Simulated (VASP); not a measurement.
# P in VASP: a series of runs

P is run at these levels: PBE+D3(BJ); tasks: single point.

All numbers are computed with VASP 6.6.1; they aren't measurements. Logs are shortened: lines on timing, memory, paths and dates and some standing lists are left out, and cuts for length are marked.

## Step 1: The cell of the first run

The cell holds a slab with vacuum, 8 atoms: a = 3.296 Å, b = 4.439 Å, c = 21.746 Å, α = 90.00°, β = 90.00°, γ = 90.00°.

## Step 2: Single point, PBE+D3(BJ) (layers slid over each other)

Input file INCAR:

```
SYSTEM = P
PREC     = Accurate       ! precision mode
ENCUT    = 520            ! plane-wave cutoff, eV
EDIFF    = 1E-6           ! SCF threshold, eV
ISMEAR   = 0              ! smearing method
SIGMA    = 0.05           ! smearing width, eV
LREAL    = .False.        ! projectors in reciprocal space
LASPH    = .True.         ! aspherical terms in the spheres
NELM     = 60             ! most SCF steps
ALGO     = Normal         ! electronic algorithm
ISIF     = 2              ! what is computed and relaxed
LWAVE    = .False.        ! write WAVECAR
LCHARG   = .True.         ! write CHGCAR
LDIPOL   = .True.       
IDIPOL   = 3            
DIPOL    = 0.5 0.5 0.400
GGA      = PE             ! functional
IVDW     = 12             ! dispersion correction
LELF     = .True.         ! ELF
LVHAR    = .True.       
LVACPOTAV= .True.       
NBANDS   = 30             ! bands
```

Input file KPOINTS:

```
regular mesh
0
Gamma
  8 6 1
  0 0 0
```

Input file POSCAR:

```
P
1.0
    3.2961869271      0.0000000000      0.0000000000
    0.0000000000      4.4391555608      0.0000000000
    0.0000000000      0.0000000000     21.7461973993
P
8
Direct
    0.5000000000      0.9174951521      0.2069327302
    0.0000000000      0.5825048479      0.2069327302
    0.5000000000      0.0825048479      0.3045635326
    0.0000000000      0.4174951521      0.3045635326
    0.7500000000      0.3325048479      0.4958613454
    0.2500000000     -0.0024854563      0.4958613454
    0.7500000000     -0.5024854563      0.5934921477
    0.2500000000     -0.1674951521      0.5934921477
```

Potentials or basis: VASP PAW PBE potentials, release 64 (P).

On the command line:

```console
$ cat potpaw_PBE.64/P/POTCAR > POTCAR
$ mpirun -np 1 vasp_std > vasp.out
```

OUTCAR:

```text
SYSTEM = P
   PREC = Accurate
   ENCUT = 520
   EDIFF = 1E-6
   ISMEAR = 0
   LREAL = .False.
   LASPH = .True.
   NELM = 60
   ISIF = 2
   GGA = PE
   IVDW = 12
 IVDW          = 12

 ion  position               nearest neighbor table
   1  0.500  0.917  0.207-   2 2.22   2 2.22   3 2.25
   2  0.000  0.583  0.207-   1 2.22   1 2.22   4 2.25
   3  0.500  0.083  0.305-   4 2.22   4 2.22   1 2.25
   4  0.000  0.417  0.305-   3 2.22   3 2.22   2 2.25
   5  0.750  0.333  0.496-   6 2.22   6 2.22   7 2.25
   6  0.250  0.998  0.496-   5 2.22   5 2.22   8 2.25
   7  0.750  0.498  0.593-   8 2.22   8 2.22   5 2.25
   8  0.250  0.833  0.593-   7 2.22   7 2.22   6 2.25

  LATTYP: Found a simple orthorhombic cell.
 ALAT       =     3.2961869271
 B/A-ratio  =     1.3467547985
 C/A-ratio  =     6.5973799060

  Lattice vectors:

 A1 = (   3.2961869271,   0.0000000000,   0.0000000000)
 A2 = (   0.0000000000,   4.4391555608,   0.0000000000)
 A3 = (   0.0000000000,   0.0000000000,  21.7461973993)

Analysis of symmetry for initial positions (statically):
=====================================================================
 Subroutine PRICEL returns:
 Original cell was already a primitive cell.

 Routine SETGRP: Setting up the symmetry group for a
 simple orthorhombic supercell.

 Subroutine GETGRP returns: Found  2 space group operations
 (whereof  1 operations were pure point group operations)
 out of a pool of  8 trial point group operations.

The static configuration has the point symmetry C_1 .
 The point group associated with its full space group is S_2 .

Analysis of symmetry for dynamics (positions and initial velocities):
=====================================================================
 Subroutine PRICEL returns:
 Original cell was already a primitive cell.

 Routine SETGRP: Setting up the symmetry group for a
 simple orthorhombic supercell.

 Subroutine GETGRP returns: Found  2 space group operations
 (whereof  1 operations were pure point group operations)
 out of a pool of  8 trial point group operations.

The dynamic configuration has the point symmetry C_1 .
 The point group associated with its full space group is S_2 .

 Subroutine INISYM returns: Found  2 space group operations
 (whereof  1 operations are pure point group operations),
 and found     1 'primitive' translations

----------------------------------------------------------------------------------------

                                     Primitive cell

  volume of cell :     318.1966

  direct lattice vectors                    reciprocal lattice vectors
     3.296186927  0.000000000  0.000000000     0.303380853  0.000000000  0.000000000
     0.000000000  4.439155561  0.000000000     0.000000000  0.225268069  0.000000000
     0.000000000  0.000000000 21.746197399     0.000000000  0.000000000  0.045985051

  length of vectors
     3.296186927  4.439155561 21.746197399     0.303380853  0.225268069  0.045985051

  position of ions in fractional coordinates (direct lattice)
     0.500000000  0.917495152  0.206932730
     0.000000000  0.582504848  0.206932730
     0.500000000  0.082504848  0.304563533
     0.000000000  0.417495152  0.304563533
     0.750000000  0.332504848  0.495861345
     0.250000000  0.997514544  0.495861345
     0.750000000  0.497514544  0.593492148
     0.250000000  0.832504848  0.593492148

  ion indices of the primitive-cell ions
   primitive index   ion index
                 1           1
                 2           2
                 3           3
                 4           4
                 5           5
                 6           6
                 7           7
                 8           8

----------------------------------------------------------------------------------------

 KPOINTS: regular mesh

Automatic generation of k-mesh.
 Grid dimensions read from file:
 generate k-points for:    8    6    1

 Generating k-lattice:

  Cartesian coordinates                     Fractional coordinates (reciprocal lattice)
     0.037922607  0.000000000  0.000000000     0.125000000  0.000000000  0.000000000
     0.000000000  0.037544678  0.000000000     0.000000000  0.166666667  0.000000000
     0.000000000  0.000000000  0.045985051     0.000000000  0.000000000  1.000000000

  Length of vectors
     0.037922607  0.037544678  0.045985051

  Shift w.r.t. Gamma in fractional coordinates (k-lattice)
     0.000000000  0.000000000  0.000000000

 Subroutine IBZKPT returns following result:
 ===========================================

 Found     26 irreducible k-points:

 Following reciprocal coordinates:
            Coordinates               Weight
  0.000000  0.000000  0.000000      1.000000
  0.125000  0.000000  0.000000      2.000000
  0.250000  0.000000  0.000000      2.000000
  0.375000  0.000000  0.000000      2.000000
  0.500000  0.000000  0.000000      1.000000
  0.000000  0.166667  0.000000      2.000000
[... 16 lines left out ...]
  0.125000  0.500000  0.000000      2.000000
  0.250000  0.500000  0.000000      2.000000
 [... further k-points ...]
   k-points           NKPTS =     26   k-points in BZ     NKDIM =     26   number of bands    NBANDS=     30
   number of dos      NEDOS =    301   number of ions     NIONS =      8
   total plane-waves  NPLWV = 163296
   dimension x,y,z NGX =    28 NGY =   36 NGZ =  162
   dimension x,y,z NGXF=    56 NGYF=   72 NGZF=  324
   ions per type =               8
   NGX,Y,Z   is equivalent  to a cutoff of  14.12, 13.48, 12.38 a.u.
   NGXF,Y,Z  is equivalent  to a cutoff of  28.24, 26.96, 24.77 a.u.
 SYSTEM =  P
   PREC   = accura    normal or accurate (medium, high low for compatibility)
   ISTART =      0    job   : 0-new  1-cont  2-samecut
   ICHARG =      2    charge: 1-file 2-atom 10-const
   ISPIN  =      1    spin polarized calculation?
   LNONCOLLINEAR =      F non collinear calculations
   LSORBIT =      F    spin-orbit coupling
   LASPH  =      T    aspherical Exc in radial PAW
   ENCUT  =  520.0 eV  38.22 Ry    6.18 a.u.   6.13  8.25 40.43*2*pi/ulx,y,z
   NELM   =     60;   NELMIN=  2; NELMDL= -5     # of ELM steps
   EDIFF  = 0.1E-05   stopping-criterion for ELM
   LREAL  =      F    real-space projection
   EDIFFG = 0.1E-04   stopping-criterion for IOM
   NSW    =      0    number of steps for IOM
   IBRION =     -1    ionic relax: 0-MD 1-quasi-New 2-CG
   NFREE  =      0    steps in history (QN), initial steepest desc. (CG)
   ISIF   =      2    stress and relaxation
   ISYM   =      2    0-nonsym 1-usesym 2-fastsym
   POTIM  = 0.5000    time-step for ionic-motion
   TEBEG  =    0.0;   TEEND  =   0.0 temperature during run
   PSTRESS=    0.0 pullay stress
   NELECT =      40.0000    total number of electrons
   NUPDOWN=      -1.0000    fix difference up-down
   EMIN   =  10.00;   EMAX   =-10.00  energy-range for DOS
   EFERMI =   0.00;   METHOD = LEGACY
   ISMEAR =     0;   SIGMA  =   0.05  broadening in eV -4-tet -1-fermi 0-gaus
   EFERMI_NEDOS =   21; number of points for ismear=-14 and -15
   IALGO  =     38    algorithm
   IMIX   =      4    mixing-type and parameters
     AMIX     =   0.40;   BMIX     =  1.00
     AMIX_MAG =   1.60;   BMIX_MAG =  1.00
  volume/ion in A,a.u.               =      39.77       268.41
  Fermi-wavevector in a.u.,A,eV,Ry     =   0.820093  1.549751  9.150628  0.672552
  Thomas-Fermi vector in A             =   1.931014
   LORBIT       =      0    0 simple, 1 ext, 2 COOP (PROOUT), +10 PAW based schemes
   GGA     = PE    functional components
   LHFCALC =     F    Hartree Fock is set to
   AEXX    =    0.0000 exact exchange contribution
   IVDW    =    12    specifies the selected vdW correction
   LEPSILON=     F    determine dielectric tensor
   LRPA    =     F    only Hartree local field effects (RPA)
 non-spin polarized calculation
 Gauss-broadening in eV      SIGMA  =   0.05
  energy-cutoff  :      520.00
  volume of cell :      318.20
 maximum number of plane-waves:      8606
 NGX is ok and might be reduce to    28
   NGX = 13   NGY = 17   NGZ = 81

 dipolmoment           0.000000      0.000000      0.000090 electrons x Angstroem

 number of electron      39.9999999 magnetization

 dipolmoment           0.000000      0.000000     -0.000003 electrons x Angstroem

 Free energy of the ion-electron system (eV)
  ---------------------------------------------------
  ext. energy  EPLUGINS =         0.00000000
  ---------------------------------------------------
  free energy    TOTEN  =       -42.90635085 eV

  energy without entropy =      -42.90635085  energy(sigma->0) =      -42.90635085

 E-fermi :   0.6047     XC(G=0):  -5.3637

 val. band max:        0.4114329513   @ k =   0.0000   0.0000   0.0000
 cond. band min:       0.7979161929   @ k =   0.0000   0.0000   0.0000
 fundamental gap:      0.3864832416
 Fermi energy:         0.6046907276

 k-point     1 :       0.0000    0.0000    0.0000
  band No.  band energies     occupation
      1     -14.8198      2.00000
      2     -14.8034      2.00000
      3     -12.2261      2.00000
      4     -12.1755      2.00000
      5      -8.6897      2.00000
      6      -8.6821      2.00000
[... 22 lines left out ...]
     29       4.6198      0.00000
     30       4.8545      0.00000

 k-point     2 :       0.1250    0.0000    0.0000
  band No.  band energies     occupation
      1     -14.6329      2.00000
      2     -14.6166      2.00000
      3     -12.0315      2.00000
      4     -11.9811      2.00000
      5      -8.8085      2.00000
      6      -8.8016      2.00000
[... 22 lines left out ...]
     29       4.8203      0.00000
     30       5.0388      0.00000

 k-point     3 :       0.2500    0.0000    0.0000
  band No.  band energies     occupation
      1     -14.0777      2.00000
      2     -14.0618      2.00000
      3     -11.4504      2.00000
      4     -11.4005      2.00000
      5      -9.4011      2.00000
      6      -9.3937      2.00000
[... 682 lines left out ...]
     29       4.4068      0.00000
     30       4.4128      0.00000

 k-point    24 :       0.2500    0.5000    0.0000
  band No.  band energies     occupation
      1     -12.9024      2.00000
      2     -12.8817      2.00000
      3     -12.8806      2.00000
      4     -12.8659      2.00000
      5      -8.1564      2.00000
      6      -8.1438      2.00000
[... 22 lines left out ...]
     29       5.8077      0.00000
     30       5.8989      0.00000

 [... further k-points ...]

------------------------ aborting loop because EDIFF is reached ----------------------------------------

 Edisp (eV)   -2.19936

 E8    (eV) :    -0.8618

  FORCE on cell =-STRESS in cart. coord.  units (eV):
  Direction    XX          YY          ZZ          XY          YZ          ZX
  --------------------------------------------------------------------------------------
  -------------------------------------------------------------------------------------
  Total      -0.48042    -0.53368    -1.18987     0.00285    -0.01437    -0.05765
  in kB      -2.41899    -2.68719    -5.99121     0.01435    -0.07235    -0.29026
  external pressure =       -3.70 kB  Pullay stress =        0.00 kB

 VOLUME and BASIS-vectors are now :
 -----------------------------------------------------------------------------
  energy-cutoff  :      520.00
  volume of cell :      318.20
      direct lattice vectors                 reciprocal lattice vectors
     3.296186927  0.000000000  0.000000000     0.303380853  0.000000000  0.000000000
     0.000000000  4.439155561  0.000000000     0.000000000  0.225268069  0.000000000
     0.000000000  0.000000000 21.746197399     0.000000000  0.000000000  0.045985051

 POSITION                                       TOTAL-FORCE (eV/Angst)
 -----------------------------------------------------------------------------------
      1.64809      4.07290      4.50000         0.001569     -0.031594      0.064372
      0.00000      2.58583      4.50000         0.002346      0.025214      0.045275
      1.64809      0.36625      6.62310         0.003569      0.030656      0.033090
      0.00000      1.85333      6.62310         0.002504     -0.014353      0.018036
      2.47214      1.47604     10.78310        -0.003569     -0.030656     -0.033090
      0.82405      4.42812     10.78310        -0.002504      0.014353     -0.018036
      2.47214      2.20854     12.90620        -0.001569      0.031594     -0.064372
      0.82405      3.69562     12.90620        -0.002346     -0.025214     -0.045275
 -----------------------------------------------------------------------------------
    total drift:                                0.000000     -0.000006     -0.000055

  FREE ENERGIE OF THE ION-ELECTRON SYSTEM (eV)
  ---------------------------------------------------
  free  energy   TOTEN  =       -45.1057117145 eV

  energy  without entropy=      -45.1057117141  energy(sigma->0) =      -45.10571171

 vacuum level on the upper side and lower side of the slab         5.248         5.248
```

It took 5.7 min on 1 thread of Intel Xeon Platinum 8488C (Sapphire Rapids), shared host; peak memory 0.45 GiB.

Results:

- Free energy: -45.1057 eV
- Largest force: 0.072 eV/Å
- Band gap on the k mesh: 0.39 eV
- Dispersion energy per atom: -0.275 eV

Forces in eV/Å, atoms in the order of the input:
```
P    0.002 -0.032  0.064
P    0.002  0.025  0.045
P    0.004  0.031  0.033
P    0.003 -0.014  0.018
P   -0.004 -0.031 -0.033
P   -0.003  0.014 -0.018
P   -0.002  0.032 -0.064
P   -0.002 -0.025 -0.045
```

Caveat: the cell differs from its parent crystal (layers slid over each other); semilocal functionals underestimate gaps, and a narrow one can read as zero.

## Step 3: Single point, PBE+D3(BJ) (layers slid over each other)

Input file INCAR:

```
PREC = Accurate
ENCUT = 520
EDIFF = 1E-6
ISMEAR = 0
SIGMA = 0.05
LREAL = False
LASPH = True
NELM = 100
ALGO = Normal
ISIF = 2
LWAVE = False
LCHARG = False
LDIPOL = True
IDIPOL = 3
DIPOL = 0.5 0.5 0.373
GGA = PE
IVDW = 12
NBANDS = 30
```

Input file KPOINTS:

```
regular mesh
0
Gamma
  8 6 1
```

Input file POSCAR:

```
P
1.0
    3.2961869271      0.0000000000      0.0000000000
    0.0000000000      4.4391555608      0.0000000000
    0.0000000000      0.0000000000     21.7461973993
P
8
Direct
    0.5000000000      0.9174951521      0.2069327302
    0.0000000000      0.5825048479      0.2069327302
    0.5000000000      0.0825048479      0.3045635326
    0.0000000000      0.4174951521      0.3045635326
    1.2500000000      0.8325048479      0.4406792840
    0.7500000000      0.4975145437      0.4406792840
    1.2500000000     -0.0024854563      0.5383100863
    0.7500000000      0.3325048479      0.5383100863
```

Potentials or basis: VASP PAW PBE potentials, release 64 (P).

On the command line:

```console
$ cat potpaw_PBE.64/P/POTCAR > POTCAR
$ mpirun -np 1 vasp_std > vasp.out
```

It took 6 min on 1 thread of Intel Xeon Platinum 8488C (Sapphire Rapids), shared host; peak memory 0.46 GiB.

Results (log left out):

```yaml
Free_energy: -45.2626 eV
Largest_force: 0.172 eV/Å
Band_gap_on_the_k_mesh: 0.36 eV
Dispersion_energy_per_atom: -0.309 eV
```

Forces in eV/Å, atoms in the order of the input:
```
P    0.030 -0.050 -0.073
P    0.047  0.087 -0.087
P    0.067 -0.067  0.011
P    0.025  0.109 -0.131
P   -0.067  0.067 -0.011
P   -0.025 -0.109  0.131
P   -0.030  0.050  0.073
P   -0.047 -0.087  0.087
```

Levels at points of the mesh, in eV from the valence-band top:
| k point | band 16 | band 17 | band 18 | band 19 | band 20 | band 21 | band 22 | band 23 | band 24 | band 25 |
| --- | --- | --- | --- | --- | --- | --- | --- | --- | --- | --- |
| (0.00, 0.00, 0.00) | -2.23 | -2.23 | -2.01 | -1.01 | 0.00 | 0.36 | 0.95 | 1.09 | 1.14 | 2.26 |
| (0.50, 0.00, 0.00) | -3.07 | -2.80 | -2.72 | -2.12 | -1.98 | 0.60 | 0.61 | 0.97 | 1.00 | 1.40 |
| (0.00, 0.50, 0.00) | -2.93 | -1.55 | -1.51 | -1.34 | -1.25 | 1.47 | 1.53 | 1.71 | 1.72 | 2.88 |
| (0.50, 0.50, 0.00) | -5.08 | -2.37 | -2.20 | -1.47 | -1.19 | 1.54 | 1.99 | 2.08 | 2.38 | 3.74 |

Caveat: the cell differs from its parent crystal (layers slid over each other); semilocal functionals underestimate gaps, and a narrow one can read as zero.
